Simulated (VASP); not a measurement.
Here is a VASP 6.6.1 calculation.

File INCAR:

```
ALGO = Normal
EDIFF = 1E-6
ENCUT = 520
GGA = PE
ISIF = 2
ISMEAR = -1
LASPH = True
LCHARG = False
LREAL = False
LWAVE = False
NBANDS = 8
NELM = 60
PREC = Accurate
SIGMA = 0.05
```

KPOINTS

```
k-points
0
Gamma
  17 17 16
```

Contents of POSCAR:

```
P
1.0
    2.5238172423      0.0000000000      0.0000000000
   -1.2619086212      2.1856898463      0.0000000000
    0.0000000000      0.0000000000      2.3586970731
P
1
Direct
    0.0000000000      0.0000000000      0.0000000000
```

Potentials or basis: VASP PAW PBE potentials, release 64 (P).

Launch:

```bash
$ cat potpaw_PBE.64/P/POTCAR > POTCAR
$ mpirun -np 1 vasp_std > vasp.out
```

Task: Predict the pressure.

Result: 14.6 GPa.
